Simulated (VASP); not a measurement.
# RbBr: single point with HSE06

The system is RbBr.

```
Rb Br
1.0
     0.00000    3.80913    3.86950
     3.80913    0.00000    3.86950
     3.80913    3.80913    0.00000
Rb Br
1 1
Cartesian
  0.0000 0.0000 0.0000
  1.9046 1.9046 1.9347
```

This cell differs from its parent crystal: biaxial xy strain -1.6%.

```json
{"Program": "VASP 6.6.1", "Task": "single point", "Functional": "HSE06", "Potentials or basis": "VASP PAW PBE potentials, release 64 (Rb_sv, Br)", "Cutoff": "520 eV", "k mesh": "4 × 4 × 4", "Occupations": "gaussian, width 0.01 eV", "Spin": "no spin polarisation", "Dipole correction": "no", "Grid for exact exchange (PRECFOCK)": "Normal", "Further INCAR settings": "ALGO = Normal; EDIFF = 1e-06; NBANDS = 15", "Share of exact exchange": "0.25", "Screening parameter": "0.2079 1/Å"}
```

```yaml
Pressure: 0.4 GPa
Band_gap_on_the_k_mesh: 5.22 eV (least direct gap 5.32 eV)
```

Levels at points of the mesh, in eV from the valence-band top:
| k point | band 5 | band 6 | band 7 | band 8 | band 9 | band 10 | band 11 | band 12 |
| --- | --- | --- | --- | --- | --- | --- | --- | --- |
| (0.00, 0.00, 0.00) | -9.15 | -0.11 | -0.11 | -0.11 | 5.22 | 9.46 | 9.58 | 10.44 |
| (0.50, 0.00, 0.00) | -9.09 | -0.32 | -0.06 | -0.05 | 7.52 | 7.66 | 9.07 | 9.13 |
| (0.50, 0.50, 0.00) | -9.03 | -0.44 | 0.00 | 0.00 | 7.02 | 7.90 | 9.89 | 10.44 |
| (0.50, 0.00, 0.50) | -9.04 | -0.43 | -0.01 | -0.01 | 7.05 | 7.91 | 9.97 | 10.43 |

Wall time 10 min on 1 thread of Intel(R) Xeon(R) 6975P-C (Granite Rapids), with other jobs on the host, peak memory 0.37 GiB.

Caveat: the cell differs from its parent crystal (biaxial xy strain -1.6%); the structure was generated, so it needn't be the stable form of RbBr; the PAW data sets were made with another functional, which shifts forces and pressure a little. A k mesh can miss the band edges.
